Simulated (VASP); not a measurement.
# PbO2 in VASP: notebook, part 2 of 3

VASP 6.6.1.

### 3 Relaxation of cell and atoms, PBEsol

This run uses another cell than the first one, of 14.20 Å³/atom, 1.029 times its volume.

Contents of INCAR:

```
SYSTEM = PbO2
PREC = Accurate
ENCUT = 600
EDIFF = 1E-7
ISMEAR = 0
SIGMA = 0.1
LREAL = .FALSE.
LASPH = .TRUE.
NELM = 100
ALGO = Normal
ISIF = 3
LWAVE = .FALSE.
LCHARG = .FALSE.
GGA = PS
IBRION = 2
NSW = 100
EDIFFG = -0.005
```

Contents of KPOINTS:

```
Automatic mesh
0
G
  8 8 10
  0 0 0
```

Contents of POSCAR:

```
PbO2
1.0
    4.9972607004      0.0000000000      0.0000000000
    0.0000000000      4.9972607004      0.0000000000
    0.0000000000      0.0000000000      3.4115569378
Pb O
2 4
Direct
    0.0000000000      0.0000000000      0.0000000000
    0.5000000000      0.5000000000      0.5000000000
    0.3076225152      0.3076225152      0.0000000000
    0.1923774848      0.8076225152      0.5000000000
    0.6923774848      0.6923774848      0.0000000000
    0.8076225152      0.1923774848      0.5000000000
```

Potentials or basis: VASP PAW PBE potentials, release 64 (Pb_d, O).

Started as:

```
$ cat potpaw_PBE.64/Pb_d/POTCAR potpaw_PBE.64/O/POTCAR > POTCAR
$ mpirun -np 1 vasp_std > vasp.out
```

OUTCAR:

```text
SYSTEM = PbO2
   PREC = Accurate
   ENCUT = 600
   EDIFF = 1E-7
   ISMEAR = 0
   LREAL = .FALSE.
   LASPH = .TRUE.
   NELM = 100
   ISIF = 3
   GGA = PS
   IBRION = 2
   NSW = 100
   EDIFFG = -0.005

 ion  position               nearest neighbor table
   1  0.000  0.000  0.000-   3 2.17   5 2.17   4 2.18   6 2.18   4 2.18   6 2.18   2 3.92   2 3.92
                             2 3.92   2 3.92   2 3.92   2 3.92   2 3.92   2 3.92
   2  0.500  0.500  0.500-   4 2.17   6 2.17   5 2.18   3 2.18   3 2.18   5 2.18   1 3.92   1 3.92
                             1 3.92   1 3.92   1 3.92   1 3.92   1 3.92   1 3.92
   3  0.308  0.308  0.000-   1 2.17   2 2.18   2 2.18
   4  0.192  0.808  0.500-   2 2.17   1 2.18   1 2.18
   5  0.692  0.692  0.000-   1 2.17   2 2.18   2 2.18
   6  0.808  0.192  0.500-   2 2.17   1 2.18   1 2.18

  LATTYP: Found a simple tetragonal cell.
 ALAT       =     4.9972607004
 C/A-ratio  =     0.6826854035

  Lattice vectors:

 A1 = (   4.9972607004,   0.0000000000,   0.0000000000)
 A2 = (   0.0000000000,   4.9972607004,   0.0000000000)
 A3 = (   0.0000000000,   0.0000000000,   3.4115569378)

Analysis of symmetry for initial positions (statically):
[... 184 lines left out ...]

  energy without entropy =      -34.07224825  energy(sigma->0) =      -34.07335003

------------------------ aborting loop because EDIFF is reached ----------------------------------------

  FORCE on cell =-STRESS in cart. coord.  units (eV):
  Direction    XX          YY          ZZ          XY          YZ          ZX
  --------------------------------------------------------------------------------------
  -------------------------------------------------------------------------------------
  Total        0.0740393      0.0740393      0.1506912      0.0000000      0.0000000      0.0000000
  in kB        1.3923750      1.3923750      2.8338817      0.0000000      0.0000000      0.0000000
  external PRESSURE =       1.8728772 kB  Pullay stress =       0.0000000 kB
[... 67 lines left out ...]
--------------------------------------- Ionic step        3  -------------------------------------------

 number of electron      52.0000007 magnetization

 Free energy of the ion-electron system (eV)
  ---------------------------------------------------
  ext. energy  EPLUGINS =         0.00000000
  ---------------------------------------------------
  free energy    TOTEN  =       -34.07452584 eV

  energy without entropy =      -34.07229159  energy(sigma->0) =      -34.07340872

 E-fermi :   4.0572     XC(G=0): -10.8614

 val. band max:        4.0507488813   @ k =   0.0000   0.0000   0.1000
 cond. band min:       4.0581336331   @ k =   0.1250   0.0000   0.0000
 fundamental gap:      0.0073847518
 Fermi energy:         4.0571526844

 k-point     1 :       0.0000    0.0000    0.0000
  band No.  band energies     occupation
      1     -14.1710      2.00000
      2     -14.0558      2.00000
      3     -12.3880      2.00000
      4     -12.3880      2.00000
      5     -11.4668      2.00000
      6     -11.2694      2.00000
[... 805 lines left out ...]
     30      10.7086      0.00000
     31      13.3926      0.00000

 [... further k-points ...]
[... 5 lines left out ...]
  --------------------------------------------------------------------------------------
  -------------------------------------------------------------------------------------
  Total       -0.0158399     -0.0158399      0.0114722      0.0000000      0.0000000      0.0000000
  in kB       -0.2975068     -0.2975068      0.2154732      0.0000000      0.0000000      0.0000000
  external PRESSURE =      -0.1265135 kB  Pullay stress =       0.0000000 kB
[... 21 lines left out ...]
  FREE ENERGIE OF THE ION-ELECTRON SYSTEM (eV)
  ---------------------------------------------------
  free  energy   TOTEN  =       -34.0745258424 eV

  energy  without entropy=      -34.0722915929  energy(sigma->0) =      -34.07340872

 reached required accuracy - stopping structural energy minimisation
```

Run time: 3.5 min. Hardware: 1 thread of Intel Xeon 6975P-C (Granite Rapids), shared host; peak memory 0.37 GiB.

What came out:

- Free energy: -34.0745 eV
- Relaxed volume: 14.22 Å³/atom
- Relaxed cell: a = 4.999 Å, b = 4.999 Å, c = 3.414 Å, α = 90.00°, β = 90.00°, γ = 90.00°
- Space group after relaxing (to 0.05 Å): P4_2/mnm (No. 136)
- Energy gained by relaxing: 0.0 meV/atom
- Ionic steps: 3
- Pressure after relaxing: 0.0 GPa

Forces on the atoms (eV/Å):
```
Pb   0.000  0.000  0.000
Pb   0.000  0.000  0.000
O   -0.002 -0.002  0.000
O    0.002 -0.002  0.000
O    0.002  0.002  0.000
O   -0.002  0.002  0.000
```

Final structure:
```cif
data_structure
_symmetry_space_group_name_H-M 'P 1'
_symmetry_Int_Tables_number 1
_cell_length_a 4.9988
_cell_length_b 4.9988
_cell_length_c 3.4137
_cell_angle_alpha 90.000
_cell_angle_beta 90.000
_cell_angle_gamma 90.000
_cell_volume 85.30
loop_
_atom_site_label
_atom_site_type_symbol
_atom_site_fract_x
_atom_site_fract_y
_atom_site_fract_z
_atom_site_occupancy
Pb1 Pb 0.00000 0.00000 0.00000 1
Pb2 Pb 0.50000 0.50000 0.50000 1
O1 O 0.30759 0.30759 0.00000 1
O2 O 0.19241 0.80759 0.50000 1
O3 O 0.69241 0.69241 0.00000 1
O4 O 0.80759 0.19241 0.50000 1
```

Caveat: the PAW data sets were made with another functional, which shifts forces and pressure a little; spin-orbit coupling is left out, which moves the levels of the heavy elements.

### 4 Single point, PBEsol (uniaxial strain along a: -1.5 %, then relaxed in part)

Contents of INCAR:

```
SYSTEM = PbO2
ALGO = Normal
EDIFF = 1E-7
ENCUT = 520
GGA = PS
ISIF = 2
ISMEAR = 0
LASPH = .True.
LCHARG = .False.
LREAL = .False.
LWAVE = .False.
NBANDS = 35
NELM = 60
PREC = Accurate
SIGMA = 0.1
```

Contents of KPOINTS:

```
k-points
0
Gamma
  8 8 10
  0 0 0
```

Contents of POSCAR:

```
PbO2
1.0
    4.9223017899      0.0000000000      0.0000000000
    0.0000000000      5.0466765895      0.0000000000
    0.0000000000      0.0000000000      3.4126316228
Pb O
2 4
Direct
    0.0000000000      0.0000000000      0.0000000000
    0.5000000000      0.5000000000      0.5000000000
    0.2902238795      0.3243990437      0.0000000000
    0.2097761205      0.8243990437      0.5000000000
    0.7097761205      0.6756009563      0.0000000000
    0.7902238795      0.1756009563      0.5000000000
```

Potentials or basis: VASP PAW PBE potentials, release 64 (Pb_d, O).

Started as:

```
$ cat potpaw_PBE.64/Pb_d/POTCAR potpaw_PBE.64/O/POTCAR > POTCAR
$ mpirun -np 1 vasp_std > vasp.out
```

OUTCAR:

```text
SYSTEM = PbO2
   EDIFF = 1E-7
   ENCUT = 520
   GGA = PS
   ISIF = 2
   ISMEAR = 0
   LASPH = .True.
   LREAL = .False.
   NELM = 60
   PREC = Accurate

 ion  position               nearest neighbor table
   1  0.000  0.000  0.000-   3 2.17   5 2.17   4 2.18   6 2.18   4 2.18   6 2.18   2 3.92   2 3.92
                             2 3.92   2 3.92   2 3.92   2 3.92   2 3.92   2 3.92
   2  0.500  0.500  0.500-   4 2.17   6 2.17   5 2.18   3 2.18   3 2.18   5 2.18   1 3.92   1 3.92
                             1 3.92   1 3.92   1 3.92   1 3.92   1 3.92   1 3.92
   3  0.290  0.324  0.000-   1 2.17   2 2.18   2 2.18
   4  0.210  0.824  0.500-   2 2.17   1 2.18   1 2.18
[... 1126 lines left out ...]
  Total        0.4010211      0.1005504      0.1982875      0.0000000      0.0000000      0.0000000
  in kB        7.5790487      1.9003404      3.7475092      0.0000000      0.0000000      0.0000000
  external PRESSURE =       4.4089661 kB  Pullay stress =       0.0000000 kB

 VOLUME and BASIS-vectors are now :
 -----------------------------------------------------------------------------
  energy-cutoff  :      520.00
  volume of cell :       84.77
      direct lattice vectors                 reciprocal lattice vectors
     4.922301790  0.000000000  0.000000000     0.203156987  0.000000000  0.000000000
     0.000000000  5.046676589  0.000000000     0.000000000  0.198150205  0.000000000
     0.000000000  0.000000000  3.412631623     0.000000000  0.000000000  0.293028991

 POSITION                                       TOTAL-FORCE (eV/Angst)
 -----------------------------------------------------------------------------------
      0.00000      0.00000      0.00000         0.000000      0.000000      0.000000
      2.46115      2.52334      1.70632         0.000000      0.000000      0.000000
      1.42857      1.63714      0.00000        -0.007729     -0.005097      0.000000
      1.03258      4.16048      1.70632         0.007729     -0.005097     -0.000000
      3.49373      3.40954      0.00000         0.007729      0.005097     -0.000000
      3.88972      0.88620      1.70632        -0.007729      0.005097      0.000000
 -----------------------------------------------------------------------------------
    total drift:                                0.000000     -0.000000     -0.000000

  FREE ENERGIE OF THE ION-ELECTRON SYSTEM (eV)
  ---------------------------------------------------
  free  energy   TOTEN  =       -34.0663055908 eV

  energy  without entropy=      -34.0655977589  energy(sigma->0) =      -34.06595167
```

stdout:

```text
POSCAR found type information on POSCAR PbO
 POSCAR found :  2 types and       6 ions
 scaLAPACK will be used
 -----------------------------------------------------------------------------
|                                                                             |
|                                                                             |
|     You enforced a specific xc type in the INCAR file but a different       |
|     I HOPE YOU KNOW WHAT YOU ARE DOING!                                     |
|                                                                             |
 -----------------------------------------------------------------------------

 LDA part: xc-table for (Slater+PW92), standard interpolation
 POSCAR, INCAR and KPOINTS ok, starting setup
 FFT: planning ... GRIDC
 FFT: planning ... GRID_SOFT
 FFT: planning ... GRID
 WAVECAR not read
 entering main loop
```

It took 7.1 min on 1 thread of Intel Xeon Platinum 8259CL at 2.50GHz (Skylake/Cascade Lake), shared host; peak memory 0.45 GiB.

Results:

```yaml
Free_energy: -34.0663 eV
Pressure: 0.4 GPa
Largest_force: 0.009 eV/Å
Band_gap_on_the_k_mesh: 0.17 eV, indirect (least direct gap 0.28 eV)
```

Forces on the atoms (eV/Å):
```
Pb   0.000  0.000  0.000
Pb   0.000  0.000  0.000
O   -0.008 -0.005  0.000
O    0.008 -0.005  0.000
O    0.008  0.005  0.000
O   -0.008  0.005  0.000
```

Caveat: the cell differs from its parent crystal (uniaxial strain along a: -1.5 %, then relaxed in part); the PAW data sets were made with another functional, which shifts forces and pressure a little; spin-orbit coupling is left out, which moves the levels of the heavy elements.

### 5 Single point, PBEsol

This run uses another cell than the first one, of 14.13 Å³/atom, 1.023 times its volume.

Contents of INCAR:

```
ALGO = Normal
EDIFF = 1E-6
ENCUT = 520
GGA = PS
ISIF = 2
ISMEAR = 0
LASPH = T
LCHARG = F
LREAL = F
LWAVE = F
NBANDS = 35
NELM = 60
PREC = Accurate
SIGMA = 0.1
```

Contents of KPOINTS:

```
k-points
0
Gamma
  8 8 10
```

POSCAR is that of step 4.

Started as:

```
$ cat potpaw_PBE.64/Pb_d/POTCAR potpaw_PBE.64/O/POTCAR > POTCAR
$ mpirun -np 1 vasp_std > vasp.out
```

Run time: 5.8 min. Hardware: 1 thread of Intel Xeon Platinum 8259CL at 2.50GHz (Skylake/Cascade Lake), shared host; peak memory 0.44 GiB.

It converged, with:

```yaml
Free_energy: -34.0663 eV
Pressure: 0.4 GPa
Largest_force: 0.009 eV/Å
Band_gap_on_the_k_mesh: 0.17 eV, indirect (least direct gap 0.28 eV)
```

Forces in eV/Å, atoms in the order of the input:
```
Pb   0.000  0.000  0.000
Pb   0.000  0.000  0.000
O   -0.008 -0.005  0.000
O    0.008 -0.005  0.000
O    0.008  0.005  0.000
O   -0.008  0.005  0.000
```

Stress tensor (GPa, compression positive):
```
0.75 0.00 0.00
0.00 0.18 0.00
0.00 0.00 0.36
```

Levels at points of the mesh, in eV from the valence-band top:
```csv
k point,band 24,band 25,band 26,band 27,band 28,band 29
"(0.00, 0.00, 0.00)",-0.52,-0.50,-0.47,0.17,4.22,5.73
"(0.50, 0.00, 0.00)",-0.58,-0.25,-0.25,2.34,2.34,6.19
"(0.00, 0.50, 0.00)",-0.56,-0.32,-0.32,2.53,2.53,6.66
"(0.50, 0.50, 0.00)",-0.59,-0.36,-0.36,2.85,2.85,6.67
"(0.00, 0.00, 0.50)",-1.05,-0.65,-0.65,3.76,3.76,8.81
"(0.50, 0.00, 0.50)",-0.59,-0.17,-0.17,4.11,4.11,7.40
"(0.00, 0.50, 0.50)",-0.82,-0.10,-0.10,4.02,4.02,7.13
"(0.50, 0.50, 0.50)",-0.61,-0.41,-0.41,2.85,2.85,8.25
```

Caveat: the PAW data sets were made with another functional, which shifts forces and pressure a little; spin-orbit coupling is left out, which moves the levels of the heavy elements.

(Part 2 of 3 ends here.)
